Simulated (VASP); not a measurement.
Set up this calculation in VASP 6.6.1, as the native input.

| Property | Result |
| --- | --- |
| Task | single point |
| Functional | PBE |
| Potentials or basis | VASP PAW PBE potentials, release 64 (Zr_sv, B) |
| Cutoff | 520 eV |
| k mesh | 10 × 10 × 8 |
| Occupations | fermi-dirac, width 0.05 eV |
| Spin | non-collinear spin, zero start, spin-orbit coupling |
| Starting moments | [[0.0, 0.0, 0.0], [0.0, 0.0, 0.0], [0.0, 0.0, 0.0]] μB |
| Dipole correction | no |
| Further INCAR settings | ALGO = Normal; EDIFF = 1e-06; NBANDS = 31 |

The structure of ZrB2 lies in POSCAR:

```
ZrB2
1.0
    3.1700000000      0.0000000000      0.0000000000
   -1.5850000000      2.7453005300      0.0000000000
    0.0000000000      0.0000000000      3.5330000000
Zr B
1 2
Direct
    0.0000000000      0.0000000000      0.0000000000
    0.6666666667      0.3333333333      0.5000000000
    0.3333333333      0.6666666667      0.5000000000
```

The input as run:

INCAR

```
PREC     = Accurate       # precision mode
ENCUT    = 520            # plane-wave cutoff, eV
EDIFF    = 1E-6           # SCF threshold, eV
ISMEAR   = -1             # smearing method
SIGMA    = 0.05           # smearing width, eV
LREAL    = False          # projectors in reciprocal space
LASPH    = True           # aspherical terms in the spheres
NELM     = 150            # most SCF steps
ALGO     = Normal         # electronic algorithm
ISIF     = 2              # what is computed and relaxed
LWAVE    = False          # write WAVECAR
LCHARG   = False          # write CHGCAR
LNONCOLLINEAR= True           # non-collinear magnetism
MAGMOM   = 0 0 0 0 0 0 0 0 0 # initial moments
LORBIT   = 11             # projections on sites
LSORBIT  = True           # spin-orbit coupling
GGA_COMPAT= False        
LORBMOM  = True         
LMAXMIX  = 4              # l up to which the mixer works
GGA      = PE             # functional
NBANDS   = 31             # bands
```

KPOINTS

```
regular mesh
0
Gamma
  10 10 8
```

Potentials or basis: VASP PAW PBE potentials, release 64 (Zr_sv, B).

Run with:

```sh
$ cat potpaw_PBE.64/Zr_sv/POTCAR potpaw_PBE.64/B/POTCAR > POTCAR
$ mpirun -np 1 vasp_ncl > vasp.out
```

It gave:

```yaml
Pressure: 0.9 GPa
Net_moment: 0.00 μB per cell
Valence_electrons_inside_the_program's_atomic_spheres: Zr 9.97; B 1.91
```

It took 55 s on 1 thread of Intel(R) Xeon(R) 6975P-C (Granite Rapids), with other jobs on the host, peak memory 0.27 GiB.
